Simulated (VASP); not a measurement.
A run of VASP 6.6.1 is set up as follows.

Contents of INCAR:

```
SYSTEM = BN
PREC = Accurate ; ENCUT = 520
EDIFF = 1E-6 ; ISMEAR = -1
SIGMA = 0.03 ; LREAL = .False.
LASPH = .True. ; NELM = 80
ALGO = Normal ; ISIF = 2
LWAVE = .False. ; LCHARG = .True.
GGA = PE ; LELF = .True.
LVHAR = .True. ; NBANDS = 11
```

KPOINTS

```
regular mesh
0
Gamma
  13 13 13
  0 0 0
```

Contents of POSCAR:

```
BN
1.0
    0.0542250000      1.8346125000      1.8346125000
    1.8346125000      0.0542250000      1.8346125000
    1.8346125000      1.8346125000      0.0542250000
B N
1 1
Direct
    0.0000000000      0.0000000000      0.0000000000
    0.7500000000      0.7500000000      0.7500000000
```

Potentials or basis: VASP PAW PBE potentials, release 64 (B, N).

The run is started by

```sh
$ cat potpaw_PBE.64/B/POTCAR potpaw_PBE.64/N/POTCAR > POTCAR
$ mpirun -np 1 vasp_std > vasp.out
```

(1) Predict the pressure.

(2) What does it give for the band gap on the k mesh?

(3) What does it give for the largest force?

## Answers

(1) 4.5 GPa.

(2) 4.41 eV, indirect (least direct gap 7.58 eV).

(3) 0.004 eV/Å.

Caveat: the cell differs from its parent crystal (equal xy, yz and zx shear strains of +3 %).
